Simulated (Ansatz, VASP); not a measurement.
## One calculation of Fe, two programs

Contents of INCAR:

```
SYSTEM = Fe
  PREC = Accurate
  ENCUT = 520
  EDIFF = 1E-6
  ISMEAR = -1
  SIGMA = 0.06122561905347299
  LREAL = .FALSE.
  LASPH = .TRUE.
  NELM = 150
  ALGO = Normal
  ISIF = 2
  LWAVE = .FALSE.
  LCHARG = .FALSE.
  ISPIN = 2
  MAGMOM = 2.5
  LORBIT = 11
  LMAXMIX = 4
  GGA = PE
  NBANDS = 14
```

File KPOINTS:

```
regular mesh
0
G
  24 24 24
  0 0 0
```

POSCAR

```
Fe
1.0
   -1.4012005858      1.4012005858      1.4012005858
    1.4012005858     -1.4012005858      1.4012005858
    1.4012005858      1.4012005858     -1.4012005858
Fe
1
Direct
    0.0000000000      0.0000000000      0.0000000000
```

Input for Ansatz:

```yaml
crystal:
  atoms:
  - position: [0.0, 0.0, 0.0]
    spin: 2.5
    symbol: Fe
  lattice:
  - [-1.401200585776089, 1.401200585776089, 1.401200585776089]
  - [1.401200585776089, -1.401200585776089, 1.401200585776089]
  - [1.401200585776089, 1.401200585776089, -1.401200585776089]
hamiltonian:
  dispersion: none
  pseudopotentials:
    kind: all_electron
    lapw: {}
    relativity: scalar
  xc: pbe
kpoints:
  mp_grid:
    grid: [24, 24, 24]
    shift: [0, 0, 0]
magnetization: {spin_polarized: true}
output: {forces: true, stress: true}
scf:
  occupations: {method: fermi_dirac, width: 0.06122561905347299}
```

Alike in both runs: task single point; functional PBE; k mesh 24 × 24 × 24; occupations fermi-dirac, width 0.0612256 eV; collinear spin.

```csv
,VASP,Ansatz
version,VASP 6.6.1,Ansatz 0.2 development build
potentials or method,"VASP PAW PBE potentials, release 64 (Fe), cutoff 520 eV","all-electron full-potential LAPW, scalar-relativistic"
```

VASP gave:

```
pressure (GPa)                                                : 5.9
net moment per atom (μB)                                      : 2.13
size of the moment on the site where the two differ most (μB) : 2.12
```

What did Ansatz give for the same quantities?

Pressure (GPa): 6.1; net moment per atom (μB): 2.10; size of the moment on the site where the two differ most (μB): 2.15.

Site moments also hang on the region over which each program counts them. Ansatz ran all-electron here, and VASP with PAW potentials.
